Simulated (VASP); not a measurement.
# TiC2 (Cmcm) in VASP: relaxation of cell and atoms with PBE

Aim: the relaxation of cell and atoms of TiC2 with PBE.

Program: VASP 6.6.1. These are calculated values, not measurements. Logs are shortened: lines on timing, memory, paths and dates and some standing lists are left out, and cuts for length are marked.

### 1 The cell of the first run

Symmetry: Cmcm, No. 63, orthorhombic system. Conventional cell: a = 2.890 Å, b = 12.542 Å, c = 2.708 Å, α = 90.00°, β = 90.00°, γ = 90.00°. Within 2.9 Å of Ti (site symmetry m2m) lie 10 C at 2.17 to 2.34 Å and 4 Ti at 2.71 to 2.89 Å. C (site symmetry m2m) has 2 C at 1.57 Å within 2.1 Å. Within 2.6 Å of C (site symmetry m2m) lie 4 C at 1.98 Å and 4 Ti at 2.17 to 2.21 Å.

### 2 Relaxation of cell and atoms, PBE

INCAR reads:

```
SYSTEM = TiC2
PREC = Accurate ; ENCUT = 600
EDIFF = 1E-7 ; ISMEAR = 0
SIGMA = 0.1 ; LREAL = .False.
LASPH = .True. ; NELM = 80
ALGO = Normal ; ISIF = 3
LWAVE = .False. ; LCHARG = .False.
GGA = PE ; IBRION = 2
NSW = 80 ; EDIFFG = -0.01
```

KPOINTS reads:

```
regular mesh
0
Gamma
  12 12 14
  0 0 0
```

POSCAR reads:

```
TiC2
1.0
    1.4447889253     -6.2710755054      0.0000000000
    1.4447889253      6.2710755054      0.0000000000
    0.0000000000      0.0000000000      2.7080413910
Ti C
2 4
Direct
    0.8842408418      0.1157591582      0.7500000000
    0.1157591582      0.8842408418      0.2500000000
    0.5312995735      0.4687004265      0.7500000000
    0.4687004265      0.5312995735      0.2500000000
    0.2506683259      0.7493316741      0.7500000000
    0.7493316741      0.2506683259      0.2500000000
```

Potentials or basis: VASP PAW PBE potentials, release 64 (Ti_sv, C).

Started as:

```
$ cat potpaw_PBE.64/Ti_sv/POTCAR potpaw_PBE.64/C/POTCAR > POTCAR
$ mpirun -np 1 vasp_std > vasp.out
```

OUTCAR:

```text
SYSTEM = TiC2
   PREC = Accurate
   ENCUT = 600
   EDIFF = 1E-7
   ISMEAR = 0
   LREAL = .False.
   LASPH = .True.
   NELM = 80
   ISIF = 3
   GGA = PE
   IBRION = 2
   NSW = 80
   EDIFFG = -0.01

 ion  position               nearest neighbor table
   1  0.884  0.116  0.750-   6 2.17   6 2.17   5 2.21   5 2.21   4 2.25   4 2.25   4 2.25   4 2.25
                             3 2.34   3 2.34
   2  0.116  0.884  0.250-   5 2.17   5 2.17   6 2.21   6 2.21   3 2.25   3 2.25   3 2.25   3 2.25
                             4 2.34   4 2.34
   3  0.531  0.469  0.750-   4 1.57   4 1.57   2 2.25   2 2.25   2 2.25   2 2.25   1 2.34   1 2.34

   4  0.469  0.531  0.250-   3 1.57   3 1.57   1 2.25   1 2.25   1 2.25   1 2.25   2 2.34   2 2.34

   5  0.251  0.749  0.750-   6 1.98   6 1.98   6 1.98   6 1.98   2 2.17   2 2.17   1 2.21   1 2.21

   6  0.749  0.251  0.250-   5 1.98   5 1.98   5 1.98   5 1.98   1 2.17   1 2.17   2 2.21   2 2.21

  LATTYP: Found a base centered orthorhombic cell.
 ALAT       =     2.8895778506
 B/A-ratio  =     4.3404786648
 C/A-ratio  =     0.9371754391

  Lattice vectors:

 A1 = (   1.4447889253,  -6.2710755054,   0.0000000000)
 A2 = (   1.4447889253,   6.2710755054,   0.0000000000)
 A3 = (   0.0000000000,   0.0000000000,   2.7080413910)

Analysis of symmetry for initial positions (statically):
=====================================================================
 Subroutine PRICEL returns:
 Original cell was already a primitive cell.

 Routine SETGRP: Setting up the symmetry group for a
 base centered orthorhombic supercell.

 Subroutine GETGRP returns: Found  8 space group operations
 (whereof  4 operations were pure point group operations)
 out of a pool of  8 trial point group operations.

The static configuration has the point symmetry C_2h.
 The point group associated with its full space group is D_2h.

Analysis of symmetry for dynamics (positions and initial velocities):
=====================================================================
 Subroutine PRICEL returns:
 Original cell was already a primitive cell.

 Routine SETGRP: Setting up the symmetry group for a
 base centered orthorhombic supercell.

 Subroutine GETGRP returns: Found  8 space group operations
 (whereof  4 operations were pure point group operations)
 out of a pool of  8 trial point group operations.

The dynamic configuration has the point symmetry C_2h.
 The point group associated with its full space group is D_2h.

 Subroutine INISYM returns: Found  8 space group operations
 (whereof  4 operations are pure point group operations),
 and found     1 'primitive' translations

----------------------------------------------------------------------------------------

                                     Primitive cell

  volume of cell :      49.0718

  direct lattice vectors                    reciprocal lattice vectors
     1.444788925 -6.271075505  0.000000000     0.346071313 -0.079731140  0.000000000
     1.444788925  6.271075505  0.000000000     0.346071313  0.079731140  0.000000000
     0.000000000  0.000000000  2.708041391     0.000000000  0.000000000  0.369270574

  length of vectors
     6.435355704  6.435355704  2.708041391     0.355137168  0.355137168  0.369270574

  position of ions in fractional coordinates (direct lattice)
     0.884240842  0.115759158  0.750000000
     0.115759158  0.884240842  0.250000000
     0.531299574  0.468700426  0.750000000
     0.468700426  0.531299574  0.250000000
     0.250668326  0.749331674  0.750000000
     0.749331674  0.250668326  0.250000000

  ion indices of the primitive-cell ions
   primitive index   ion index
                 1           1
                 2           2
                 3           3
                 4           4
                 5           5
                 6           6

----------------------------------------------------------------------------------------

 KPOINTS: regular mesh

Automatic generation of k-mesh.
 Grid dimensions read from file:
 generate k-points for:   12   12   14

 Generating k-lattice:

  Cartesian coordinates                     Fractional coordinates (reciprocal lattice)
     0.028839276 -0.006644262  0.000000000     0.083333333  0.000000000  0.000000000
     0.028839276  0.006644262  0.000000000     0.000000000  0.083333333  0.000000000
     0.000000000  0.000000000  0.026376470     0.000000000  0.000000000  0.071428571

  Length of vectors
     0.029594764  0.029594764  0.026376470

  Shift w.r.t. Gamma in fractional coordinates (k-lattice)
     0.000000000  0.000000000  0.000000000

 Subroutine IBZKPT returns following result:
 ===========================================

 Found    344 irreducible k-points:

 Following reciprocal coordinates:
            Coordinates               Weight
  0.000000  0.000000  0.000000      1.000000
  0.083333  0.000000  0.000000      4.000000
  0.166667  0.000000  0.000000      4.000000
  0.250000  0.000000  0.000000      4.000000
  0.333333  0.000000  0.000000      4.000000
  0.416667 -0.000000  0.000000      4.000000
[... 16 lines left out ...]
  0.500000  0.166667  0.000000      4.000000
 -0.416667  0.166667  0.000000      4.000000
 [... further k-points ...]
   k-points           NKPTS =    344   k-points in BZ     NKDIM =    344   number of bands    NBANDS=     24
   number of dos      NEDOS =    301   number of ions     NIONS =      6
   total plane-waves  NPLWV =  69984
   dimension x,y,z NGX =    54 NGY =   54 NGZ =   24
   dimension x,y,z NGXF=   108 NGYF=  108 NGZF=   48
   ions per type =               2   4
   NGX,Y,Z   is equivalent  to a cutoff of  13.95, 13.95, 14.73 a.u.
   NGXF,Y,Z  is equivalent  to a cutoff of  27.90, 27.90, 29.47 a.u.
 SYSTEM =  TiC2
   PREC   = accura    normal or accurate (medium, high low for compatibility)
   ISTART =      0    job   : 0-new  1-cont  2-samecut
   ICHARG =      2    charge: 1-file 2-atom 10-const
   ISPIN  =      1    spin polarized calculation?
   LNONCOLLINEAR =      F non collinear calculations
   LSORBIT =      F    spin-orbit coupling
   LASPH  =      T    aspherical Exc in radial PAW
   ENCUT  =  600.0 eV  44.10 Ry    6.64 a.u.  12.85 12.85  5.41*2*pi/ulx,y,z
   NELM   =     80;   NELMIN=  2; NELMDL= -5     # of ELM steps
   EDIFF  = 0.1E-06   stopping-criterion for ELM
   LREAL  =      F    real-space projection
   EDIFFG = -.1E-01   stopping-criterion for IOM
   NSW    =     80    number of steps for IOM
   IBRION =      2    ionic relax: 0-MD 1-quasi-New 2-CG
   NFREE  =      1    steps in history (QN), initial steepest desc. (CG)
   ISIF   =      3    stress and relaxation
   ISYM   =      2    0-nonsym 1-usesym 2-fastsym
   POTIM  = 0.5000    time-step for ionic-motion
   TEBEG  =    0.0;   TEEND  =   0.0 temperature during run
   PSTRESS=    0.0 pullay stress
   NELECT =      40.0000    total number of electrons
   NUPDOWN=      -1.0000    fix difference up-down
   EMIN   =  10.00;   EMAX   =-10.00  energy-range for DOS
   EFERMI =   0.00;   METHOD = LEGACY
   ISMEAR =     0;   SIGMA  =   0.10  broadening in eV -4-tet -1-fermi 0-gaus
   EFERMI_NEDOS =   21; number of points for ismear=-14 and -15
   IALGO  =     38    algorithm
   IMIX   =      4    mixing-type and parameters
     AMIX     =   0.40;   BMIX     =  1.00
     AMIX_MAG =   1.60;   BMIX_MAG =  1.00
  volume/ion in A,a.u.               =       8.18        55.19
  Fermi-wavevector in a.u.,A,eV,Ry     =   1.529270  2.889902 31.819505  2.338668
  Thomas-Fermi vector in A             =   2.636914
   LORBIT       =      0    0 simple, 1 ext, 2 COOP (PROOUT), +10 PAW based schemes
   GGA     = PE    functional components
   LHFCALC =     F    Hartree Fock is set to
   AEXX    =    0.0000 exact exchange contribution
   IVDW    =     0    specifies the selected vdW correction
   LEPSILON=     F    determine dielectric tensor
   LRPA    =     F    only Hartree local field effects (RPA)
 conjugate gradient relaxation of ions
 non-spin polarized calculation
 Gauss-broadening in eV      SIGMA  =   0.10
  energy-cutoff  :      600.00
  volume of cell :       49.07
 maximum number of plane-waves:      1663
 NGX is ok and might be reduce to    54
   NGX = 25   NGY = 25   NGZ = 11

--------------------------------------- Ionic step        1  -------------------------------------------

 number of electron      40.0000000 magnetization

 Free energy of the ion-electron system (eV)
  ---------------------------------------------------
  ext. energy  EPLUGINS =         0.00000000
  ---------------------------------------------------
  free energy    TOTEN  =       -51.22574800 eV

  energy without entropy =      -51.21794433  energy(sigma->0) =      -51.22184617

------------------------ aborting loop because EDIFF is reached ----------------------------------------

  FORCE on cell =-STRESS in cart. coord.  units (eV):
  Direction    XX          YY          ZZ          XY          YZ          ZX
  --------------------------------------------------------------------------------------
  -------------------------------------------------------------------------------------
  Total       -0.0719861      0.6349158     -0.2783285      0.0000000      0.0000000      0.0000000
  in kB       -2.3503235     20.7297926     -9.0873365      0.0000000      0.0000000      0.0000000
  external PRESSURE =       3.0973776 kB  Pullay stress =       0.0000000 kB
[... 225 lines left out ...]
  energy  without entropy=      -51.2203919134  energy(sigma->0) =      -51.22420705

--------------------------------------- Ionic step        7  -------------------------------------------

 number of electron      39.9999998 magnetization

 Free energy of the ion-electron system (eV)
  ---------------------------------------------------
  ext. energy  EPLUGINS =         0.00000000
  ---------------------------------------------------
  free energy    TOTEN  =       -51.22804130 eV

  energy without entropy =      -51.22043670  energy(sigma->0) =      -51.22423900

 E-fermi :  11.1260     XC(G=0): -13.2247

 val. band max:       11.1122414887   @ k =  -0.4167   0.2500   0.3571
 cond. band min:      11.1275122912   @ k =  -0.4167   0.0833   0.0714
 fundamental gap:      0.0152708025
 Fermi energy:        11.1260006431

 k-point     1 :       0.0000    0.0000    0.0000
  band No.  band energies     occupation
      1     -45.9441      2.00000
      2     -45.9257      2.00000
      3     -22.5103      2.00000
      4     -22.2626      2.00000
      5     -22.0836      2.00000
      6     -22.0668      2.00000
[... 637 lines left out ...]
     23      13.5075      0.00000
     24      13.6830      0.00000

 [... further k-points ...]
[... 5 lines left out ...]
  --------------------------------------------------------------------------------------
  -------------------------------------------------------------------------------------
  Total        0.0015875      0.0022457     -0.0063486      0.0000000      0.0000000      0.0000000
  in kB        0.0517787      0.0732473     -0.2070681      0.0000000      0.0000000      0.0000000
  external PRESSURE =      -0.0273474 kB  Pullay stress =       0.0000000 kB
[... 21 lines left out ...]
  FREE ENERGIE OF THE ION-ELECTRON SYSTEM (eV)
  ---------------------------------------------------
  free  energy   TOTEN  =       -51.2280412979 eV

  energy  without entropy=      -51.2204367040  energy(sigma->0) =      -51.22423900

 reached required accuracy - stopping structural energy minimisation
```

It took 37 min on 1 thread of Intel Xeon 6975P-C (Granite Rapids), shared host; peak memory 0.59 GiB.

Results:

```yaml
Free_energy: -51.2280 eV
Relaxed_volume: 8.19 Å³/atom
Relaxed_cell: a = 6.467 Å, b = 6.467 Å, c = 2.702 Å, α = 90.00°, β = 90.00°, γ = 154.23°
Space_group_after_relaxing_to_0.1_Å: Cmcm (No. 63)
Energy_gained_by_relaxing: 0.4 meV/atom
Ionic_steps: 7
Pressure_after_relaxing: 0.0 GPa
Largest_force_after_relaxing: 0.004 eV/Å
Band_gap_on_the_k_mesh: zero (bands 20 and 21 overlap by 1.94 eV)
```

Forces in eV/Å, atoms in the order of the input:
```
Ti   0.000 -0.001  0.000
Ti   0.000  0.001  0.000
C    0.000  0.002  0.000
C    0.000 -0.002  0.000
C    0.000  0.004  0.000
C    0.000 -0.004  0.000
```

Step by step:
```
step  energy change (eV)  largest force (eV/Å)  pressure (GPa)  volume (Å³)
   1              0.0000                0.0553            0.31        49.07
   2             -0.0018                0.0745           -0.39        49.18
   3             -0.0019                0.0539           -0.30        49.17
   4             -0.0023                0.0084            0.24        49.08
   5             -0.0023                0.0131            0.19        49.09
   6             -0.0023                0.0079           -0.13        49.15
   7             -0.0023                0.0039            0.00        49.12
```

Final structure:
```xyz
6
Lattice="1.4421 -6.3040 0.0000 1.4421 6.3040 0.0000 0.0000 0.0000 2.7017" Properties=species:S:1:pos:R:3 pbc="T T T"
Ti    1.4421   -4.8401    2.0263
Ti    1.4421    4.8401    0.6754
C     1.4421   -0.3946    2.0263
C     1.4421    0.3946    0.6754
C     1.4421    3.1420    2.0263
C     1.4421   -3.1420    0.6754
```
